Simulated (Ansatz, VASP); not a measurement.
**Two plane-wave programs on MgCdC6N6**

Contents of INCAR:

```
SYSTEM = MgCdC6N6
ALGO = Fast
EDIFF = 1E-6
ENCUT = 520
GGA = PE
ISIF = 2
ISMEAR = 0
LASPH = .TRUE.
LCHARG = .FALSE.
LREAL = .FALSE.
LWAVE = .FALSE.
NBANDS = 47
NELM = 60
PREC = Accurate
SIGMA = 0.1
```

File KPOINTS:

```
k-points
0
G
  4 4 4
  0 0 0
```

File POSCAR:

```
MgCdC6N6
1.0
    0.0000000000      5.2475000000      5.2475000000
    5.2475000000      0.0000000000      5.2475000000
    5.2475000000      5.2475000000      0.0000000000
Mg Cd C N
1 1 6 6
Direct
    0.0000000000      0.0000000000      0.0000000000
    0.5000000000      0.5000000000      0.5000000000
    0.8113387300      0.1886612700      0.1886612700
    0.1886612700      0.8113387300      0.1886612700
    0.1886612700      0.1886612700      0.8113387300
    0.1886612700      0.8113387300      0.8113387300
    0.8113387300      0.1886612700      0.8113387300
    0.8113387300      0.8113387300      0.1886612700
    0.6998570700      0.3001429300      0.3001429300
    0.3001429300      0.6998570700      0.3001429300
    0.3001429300      0.3001429300      0.6998570700
    0.3001429300      0.6998570700      0.6998570700
    0.6998570700      0.3001429300      0.6998570700
    0.6998570700      0.6998570700      0.3001429300
```

Input for Ansatz:

```yaml
crystal:
  lattice:
    - [0.0, 5.2475, 5.2475]
    - [5.2475, 0.0, 5.2475]
    - [5.2475, 5.2475, 0.0]
  atoms:
    - { symbol: Mg, position: [0.0, 0.0, 0.0] }
    - { symbol: Cd, position: [0.5, 0.5, 0.5] }
    - { symbol: C, position: [0.81133873, 0.18866127, 0.18866127] }
    - { symbol: C, position: [0.18866127, 0.81133873, 0.18866127] }
    - { symbol: C, position: [0.18866127, 0.18866127, 0.81133873] }
    - { symbol: C, position: [0.18866127, 0.81133873, 0.81133873] }
    - { symbol: C, position: [0.81133873, 0.18866127, 0.81133873] }
    - { symbol: C, position: [0.81133873, 0.81133873, 0.18866127] }
    - { symbol: "N", position: [0.69985707, 0.30014293, 0.30014293] }
    - { symbol: "N", position: [0.30014293, 0.69985707, 0.30014293] }
    - { symbol: "N", position: [0.30014293, 0.30014293, 0.69985707] }
    - { symbol: "N", position: [0.30014293, 0.69985707, 0.69985707] }
    - { symbol: "N", position: [0.69985707, 0.30014293, 0.69985707] }
    - { symbol: "N", position: [0.69985707, 0.69985707, 0.30014293] }
basis:
  ecutwfc: 420
kpoints:
  mp_grid: { grid: [4, 4, 4] }
hamiltonian:
  xc: pbe
scf:
  occupations: { method: gaussian, width: 0.1 }
  lower_state_search: "off"
output:
  forces: true
  stress: true
  eigenvalues: true
```

Alike in both runs: task single point; functional PBE; k mesh 4 × 4 × 4; occupations gaussian, width 0.1 eV; no spin polarisation.

```csv
,VASP,Ansatz
version,VASP 6.6.1,Ansatz 0.2.0
potentials or method,"VASP PAW PBE potentials, release 64 (Mg, Cd, C, N), cutoff 520 eV","scalar-relativistic, plane waves, PAW"
valence electrons in the cell,68,84
```

```csv
,VASP,Ansatz,Ansatz less VASP
gap on the k mesh at the Fermi level (eV),none,none,-
pressure (GPa),10.4,9.7,-0.74
rms of the force components (eV/Å),1.060,1.223,+0.1631
```

Atom by atom the forces differ by 0.164 eV/Å (rms over components). A gap of «none» marks a metal or a gap that the smearing closes. With one functional, cell and mesh, what is left measures potentials, basis and numerics. VASP's potentials hold 68 valence electrons a cell and Ansatz's 84, so a difference there can come from the potentials and not from the codes.

Noted on VASP's run: the standard files for N, O and F lose accuracy on very short bonds.
